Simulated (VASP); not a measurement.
Here is a VASP 6.6.1 calculation.

Contents of INCAR:

```
  PREC = Accurate
  ENCUT = 520
  EDIFF = 1E-6
  ISMEAR = 0
  SIGMA = 0.15
  LREAL = False
  LASPH = True
  NELM = 150
  ALGO = Normal
  ISIF = 2
  LWAVE = False
  LCHARG = True
  ISPIN = 2
  MAGMOM = 0.825 0 0
  LORBIT = 11
  NUPDOWN = 0.825
  LMAXMIX = 4
  GGA = PS
  LELF = True
  LVHAR = True
  NBANDS = 20
```

The input KPOINTS:

```
regular mesh
0
Gamma
  14 14 14
```

POSCAR

```
CoSi2
1.0
    0.0000000000      2.6204501684      2.6204501684
    2.6204501684      0.0000000000      2.6204501684
    2.6204501684      2.6204501684      0.0000000000
Co Si
1 2
Direct
    0.0000000000      0.0000000000      0.0000000000
    0.2500000000      0.2500000000      0.2500000000
    0.7500000000      0.7500000000      0.7500000000
```

Potentials or basis: VASP PAW PBE potentials, release 64 (Co, Si).

Launch:

```bash
$ cat potpaw_PBE.64/Co/POTCAR potpaw_PBE.64/Si/POTCAR > POTCAR
$ mpirun -np 1 vasp_std > vasp.out
```

(1) Predict the pressure.

Results:

(1) 11.2 GPa.

Caveat: the PAW data sets were made with another functional, which shifts forces and pressure a little; the total moment is fixed, so each spin has its own Fermi level.
